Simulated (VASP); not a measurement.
# AlB3As4 (P3m1) in VASP: further runs

Runs on AlB3As4. Level: PBE. Tasks: single point, relaxation of cell and atoms.

Everything below comes from runs of VASP 6.6.1. Logs are shortened: lines on timing, memory, paths and dates and some standing lists are left out, and cuts for length are marked.

## Step 1: The cell of the first run

The structure is trigonal, space group P3m1 (No. 156). Conventional cell: a = 3.520 Å, b = 3.520 Å, c = 11.960 Å, α = 90.00°, β = 90.00°, γ = 120.00°. Within 3.1 Å of Al (site symmetry 3m) lie 4 As at 2.33 to 2.49 Å. B (site symmetry 3m) has 4 As at 2.10 to 2.14 Å within 2.8 Å. B (site symmetry 3m) has 4 As at 2.11 to 2.14 Å within 2.8 Å. B (site symmetry 3m) has 4 As at 2.09 to 2.14 Å within 2.8 Å. Within 2.8 Å of As (site symmetry 3m) lie 3 B at 2.14 Å and 1 Al at 2.49 Å. As (site symmetry 3m) has 4 B at 2.10 to 2.14 Å within 2.8 Å. Within 2.8 Å of As (site symmetry 3m) lie 4 B at 2.11 to 2.14 Å. As (site symmetry 3m) has 1 B at 2.09 Å and 3 Al at 2.33 Å within 2.8 Å.

## Step 2: Single point, PBE

Contents of INCAR:

```
  ALGO = Normal
  EDIFF = 1E-7
  ENCUT = 520
  GGA = PE
  ISIF = 2
  ISMEAR = 0
  LASPH = T
  LCHARG = T
  LELF = T
  LREAL = F
  LVHAR = T
  LWAVE = F
  NBANDS = 26
  NELM = 100
  PREC = Accurate
  SIGMA = 0.1
```

Contents of KPOINTS:

```
k-points
0
Gamma
  6 6 2
```

Contents of POSCAR:

```
AlB3As4
1.0
    3.5201042714      0.0000000000      0.0000000000
   -1.7600521357      3.0484997230      0.0000000000
    0.0000000000      0.0000000000     11.9597670690
Al B As
1 3 4
Direct
    0.3333333333      0.6666666667      0.0039183967
    0.3333333333      0.6666666667      0.5019370303
    0.6666666667      0.3333333333      0.2687604701
    0.6666666667      0.3333333333      0.7341082045
    0.3333333333      0.6666666667      0.2118805838
    0.3333333333      0.6666666667      0.6779338697
    0.6666666667      0.3333333333      0.4449837494
    0.6666666667      0.3333333333      0.9084776955
```

Potentials or basis: VASP PAW PBE potentials, release 64 (Al, B, As).

On the command line:

```bash
$ cat potpaw_PBE.64/Al/POTCAR potpaw_PBE.64/B/POTCAR potpaw_PBE.64/As/POTCAR > POTCAR
$ mpirun -np 1 vasp_std > vasp.out
```

OUTCAR:

```text
EDIFF = 1E-7
   ENCUT = 520
   GGA = PE
   ISIF = 2
   ISMEAR = 0
   LASPH = T
   LREAL = F
   NELM = 100
   PREC = Accurate

 ion  position               nearest neighbor table
   1  0.333  0.667  0.004-   8 2.33   8 2.33   8 2.33   5 2.49
   2  0.333  0.667  0.502-   6 2.10   7 2.14   7 2.14   7 2.14
   3  0.667  0.333  0.269-   7 2.11   5 2.14   5 2.14   5 2.14
   4  0.667  0.333  0.734-   8 2.09   6 2.14   6 2.14   6 2.14
   5  0.333  0.667  0.212-   3 2.14   3 2.14   3 2.14   1 2.49
   6  0.333  0.667  0.678-   2 2.10   4 2.14   4 2.14   4 2.14
   7  0.667  0.333  0.445-   3 2.11   2 2.14   2 2.14   2 2.14
   8  0.667  0.333  0.908-   4 2.09   1 2.33   1 2.33   1 2.33

  LATTYP: Found a hexagonal cell.
 ALAT       =     3.5201042714
 C/A-ratio  =     3.3975604547

  Lattice vectors:

 A1 = (   3.5201042714,   0.0000000000,   0.0000000000)
 A2 = (  -1.7600521357,   3.0484997230,   0.0000000000)
 A3 = (   0.0000000000,   0.0000000000,  11.9597670690)

Analysis of symmetry for initial positions (statically):
=====================================================================
 Subroutine PRICEL returns:
 Original cell was already a primitive cell.

 Routine SETGRP: Setting up the symmetry group for a
 hexagonal supercell.

 Subroutine GETGRP returns: Found  6 space group operations
 (whereof  6 operations were pure point group operations)
 out of a pool of 24 trial point group operations.

The static configuration has the point symmetry C_3v.

Analysis of symmetry for dynamics (positions and initial velocities):
=====================================================================
 Subroutine PRICEL returns:
 Original cell was already a primitive cell.

 Routine SETGRP: Setting up the symmetry group for a
 hexagonal supercell.

 Subroutine GETGRP returns: Found  6 space group operations
 (whereof  6 operations were pure point group operations)
 out of a pool of 24 trial point group operations.

The dynamic configuration has the point symmetry C_3v.

 Subroutine INISYM returns: Found  6 space group operations
 (whereof  6 operations are pure point group operations),
 and found     1 'primitive' translations

----------------------------------------------------------------------------------------

                                     Primitive cell

  volume of cell :     128.3407

  direct lattice vectors                    reciprocal lattice vectors
     3.520104271  0.000000000  0.000000000     0.284082494  0.164015104  0.000000000
    -1.760052136  3.048499723  0.000000000     0.000000000  0.328030209  0.000000000
     0.000000000  0.000000000 11.959767069     0.000000000  0.000000000  0.083613669

  length of vectors
     3.520104271  3.520104271 11.959767069     0.328030209  0.328030209  0.083613669

  position of ions in fractional coordinates (direct lattice)
     0.333333333  0.666666667  0.003918397
     0.333333333  0.666666667  0.501937030
     0.666666667  0.333333333  0.268760470
     0.666666667  0.333333333  0.734108205
     0.333333333  0.666666667  0.211880584
     0.333333333  0.666666667  0.677933870
     0.666666667  0.333333333  0.444983749
     0.666666667  0.333333333  0.908477695

  ion indices of the primitive-cell ions
   primitive index   ion index
                 1           1
                 2           2
                 3           3
                 4           4
                 5           5
                 6           6
                 7           7
                 8           8

----------------------------------------------------------------------------------------

 KPOINTS: k-points

Automatic generation of k-mesh.
 Grid dimensions read from file:
 generate k-points for:    6    6    2

 Generating k-lattice:

  Cartesian coordinates                     Fractional coordinates (reciprocal lattice)
     0.047347082  0.027335851  0.000000000     0.166666667  0.000000000  0.000000000
     0.000000000  0.054671701  0.000000000     0.000000000  0.166666667  0.000000000
     0.000000000  0.000000000  0.041806834     0.000000000  0.000000000  0.500000000

  Length of vectors
     0.054671701  0.054671701  0.041806834

  Shift w.r.t. Gamma in fractional coordinates (k-lattice)
     0.000000000  0.000000000  0.000000000

 Subroutine IBZKPT returns following result:
 ===========================================

 Found     14 irreducible k-points:

 Following reciprocal coordinates:
            Coordinates               Weight
  0.000000  0.000000  0.000000      1.000000
  0.166667  0.000000  0.000000      6.000000
  0.333333  0.000000  0.000000      6.000000
  0.500000  0.000000  0.000000      3.000000
  0.166667  0.166667  0.000000      6.000000
  0.333333  0.166667  0.000000     12.000000
  0.333333  0.333333  0.000000      2.000000
  0.000000  0.000000  0.500000      1.000000
  0.166667  0.000000  0.500000      6.000000
  0.333333  0.000000  0.500000      6.000000
  0.500000  0.000000  0.500000      3.000000
  0.166667  0.166667  0.500000      6.000000
  0.333333  0.166667  0.500000     12.000000
  0.333333  0.333333  0.500000      2.000000
   k-points           NKPTS =     14   k-points in BZ     NKDIM =     14   number of bands    NBANDS=     26
   number of dos      NEDOS =    301   number of ions     NIONS =      8
   total plane-waves  NPLWV =  70560
   dimension x,y,z NGX =    28 NGY =   28 NGZ =   90
   dimension x,y,z NGXF=    56 NGYF=   56 NGZF=  180
   ions per type =               1   3   4
   NGX,Y,Z   is equivalent  to a cutoff of  13.22, 13.22, 12.51 a.u.
   NGXF,Y,Z  is equivalent  to a cutoff of  26.45, 26.45, 25.02 a.u.
 SYSTEM =  unknown system
   PREC   = accura    normal or accurate (medium, high low for compatibility)
   ISTART =      0    job   : 0-new  1-cont  2-samecut
   ICHARG =      2    charge: 1-file 2-atom 10-const
   ISPIN  =      1    spin polarized calculation?
   LNONCOLLINEAR =      F non collinear calculations
   LSORBIT =      F    spin-orbit coupling
   LASPH  =      T    aspherical Exc in radial PAW
   ENCUT  =  520.0 eV  38.22 Ry    6.18 a.u.   6.55  6.55 22.24*2*pi/ulx,y,z
   NELM   =    100;   NELMIN=  2; NELMDL= -5     # of ELM steps
   EDIFF  = 0.1E-06   stopping-criterion for ELM
   LREAL  =      F    real-space projection
   EDIFFG = 0.1E-05   stopping-criterion for IOM
   NSW    =      0    number of steps for IOM
   IBRION =     -1    ionic relax: 0-MD 1-quasi-New 2-CG
   NFREE  =      0    steps in history (QN), initial steepest desc. (CG)
   ISIF   =      2    stress and relaxation
   ISYM   =      2    0-nonsym 1-usesym 2-fastsym
   POTIM  = 0.5000    time-step for ionic-motion
   TEBEG  =    0.0;   TEEND  =   0.0 temperature during run
   PSTRESS=    0.0 pullay stress
   NELECT =      32.0000    total number of electrons
   NUPDOWN=      -1.0000    fix difference up-down
   EMIN   =  10.00;   EMAX   =-10.00  energy-range for DOS
   EFERMI =   0.00;   METHOD = LEGACY
   ISMEAR =     0;   SIGMA  =   0.10  broadening in eV -4-tet -1-fermi 0-gaus
   EFERMI_NEDOS =   21; number of points for ismear=-14 and -15
   IALGO  =     38    algorithm
   IMIX   =      4    mixing-type and parameters
     AMIX     =   0.40;   BMIX     =  1.00
     AMIX_MAG =   1.60;   BMIX_MAG =  1.00
  volume/ion in A,a.u.               =      16.04       108.26
  Fermi-wavevector in a.u.,A,eV,Ry     =   1.030394  1.947162 14.445468  1.061712
  Thomas-Fermi vector in A             =   2.164490
   LORBIT       =      0    0 simple, 1 ext, 2 COOP (PROOUT), +10 PAW based schemes
   GGA     = PE    functional components
   LHFCALC =     F    Hartree Fock is set to
   AEXX    =    0.0000 exact exchange contribution
   IVDW    =     0    specifies the selected vdW correction
   LEPSILON=     F    determine dielectric tensor
   LRPA    =     F    only Hartree local field effects (RPA)
 non-spin polarized calculation
 Gauss-broadening in eV      SIGMA  =   0.10
  energy-cutoff  :      520.00
  volume of cell :      128.34
 maximum number of plane-waves:      3501
 NGX is ok and might be reduce to    28
   NGX = 13   NGY = 13   NGZ = 45

 number of electron      32.0000001 magnetization

 Free energy of the ion-electron system (eV)
  ---------------------------------------------------
  ext. energy  EPLUGINS =         0.00000000
  ---------------------------------------------------
  free energy    TOTEN  =       -42.11730459 eV

  energy without entropy =      -42.11001721  energy(sigma->0) =      -42.11366090

 E-fermi :   6.3770     XC(G=0): -10.0494

 val. band max:        6.3440747790   @ k =   0.0000   0.0000   0.5000
 cond. band min:       6.3962958898   @ k =   0.0000   0.0000   0.0000
 fundamental gap:      0.0522211108
 Fermi energy:         6.3769562820

 k-point     1 :       0.0000    0.0000    0.0000
  band No.  band energies     occupation
      1      -9.1324      2.00000
      2      -8.3757      2.00000
      3      -7.6710      2.00000
      4      -6.4931      2.00000
      5      -2.5939      2.00000
      6       0.2590      2.00000
[... 18 lines left out ...]
     25      10.1891      0.00000
     26      10.2237      0.00000

 k-point     2 :       0.1667    0.0000    0.0000
  band No.  band energies     occupation
      1      -8.7762      2.00000
      2      -8.0293      2.00000
      3      -7.3300      2.00000
      4      -6.1891      2.00000
      5      -2.3228      2.00000
      6       0.2306      2.00000
[... 18 lines left out ...]
     25      10.4400      0.00000
     26      10.7589      0.00000

 k-point     3 :       0.3333    0.0000    0.0000
  band No.  band energies     occupation
      1      -7.7795      2.00000
      2      -7.0822      2.00000
      3      -6.4319      2.00000
      4      -5.5142      2.00000
      5      -2.1959      2.00000
      6      -1.3769      2.00000
[... 282 lines left out ...]
 k-point    13 :       0.3333    0.1667    0.5000
  band No.  band energies     occupation
      1      -6.9136      2.00000
      2      -6.4354      2.00000
      3      -5.6908      2.00000
      4      -5.3874      2.00000
      5      -2.5238      2.00000
      6      -2.1951      2.00000
[... 18 lines left out ...]
     25      10.7158      0.00000
     26      11.3768      0.00000

 k-point    14 :       0.3333    0.3333    0.5000
  band No.  band energies     occupation
      1      -6.0196      2.00000
      2      -6.0023      2.00000
      3      -5.6940      2.00000
      4      -5.3384      2.00000
      5      -2.3154      2.00000
      6      -2.1514      2.00000
[... 18 lines left out ...]
     25      11.9613      0.00000
     26      12.1728      0.00000

------------------------ aborting loop because EDIFF is reached ----------------------------------------

  FORCE on cell =-STRESS in cart. coord.  units (eV):
  Direction    XX          YY          ZZ          XY          YZ          ZX
  --------------------------------------------------------------------------------------
  -------------------------------------------------------------------------------------
  Total        0.3472967      0.3472967      0.3632604      0.0000000      0.0000000      0.0000000
  in kB        4.3355765      4.3355765      4.5348635      0.0000000      0.0000000      0.0000000
  external PRESSURE =       4.4020055 kB  Pullay stress =       0.0000000 kB

 VOLUME and BASIS-vectors are now :
 -----------------------------------------------------------------------------
  energy-cutoff  :      520.00
  volume of cell :      128.34
      direct lattice vectors                 reciprocal lattice vectors
     3.520104271  0.000000000  0.000000000     0.284082494  0.164015104  0.000000000
    -1.760052136  3.048499723  0.000000000     0.000000000  0.328030209  0.000000000
     0.000000000  0.000000000 11.959767069     0.000000000  0.000000000  0.083613669

 POSITION                                       TOTAL-FORCE (eV/Angst)
 -----------------------------------------------------------------------------------
     -0.00000      2.03233      0.04686        -0.000000      0.000000      0.042757
     -0.00000      2.03233      6.00305        -0.000000      0.000000     -0.017083
      1.76005      1.01617      3.21431         0.000000      0.000000      0.006024
      1.76005      1.01617      8.77976         0.000000      0.000000     -0.015558
     -0.00000      2.03233      2.53404         0.000000     -0.000000     -0.031913
     -0.00000      2.03233      8.10793         0.000000      0.000000     -0.004305
      1.76005      1.01617      5.32190         0.000000     -0.000000      0.003413
      1.76005      1.01617     10.86518         0.000000      0.000000      0.016666
 -----------------------------------------------------------------------------------
    total drift:                               -0.000000      0.000000      0.000355

  FREE ENERGIE OF THE ION-ELECTRON SYSTEM (eV)
  ---------------------------------------------------
  free  energy   TOTEN  =       -42.1173045928 eV

  energy  without entropy=      -42.1100172087  energy(sigma->0) =      -42.11366090
```

Wall time 44 s (1 thread of AMD EPYC 9R45 (Zen 5), shared host); peak memory 0.23 GiB.

Results:

```yaml
Free_energy: -42.1173 eV
Pressure: 0.4 GPa
Largest_force: 0.043 eV/Å
```

Forces in eV/Å, atoms in the order of the input:
```
Al   0.000  0.000  0.043
B    0.000  0.000 -0.017
B    0.000  0.000  0.006
B    0.000  0.000 -0.016
As   0.000  0.000 -0.032
As   0.000  0.000 -0.004
As   0.000  0.000  0.003
As   0.000  0.000  0.017
```

(Part 1 of 2 ends here.)
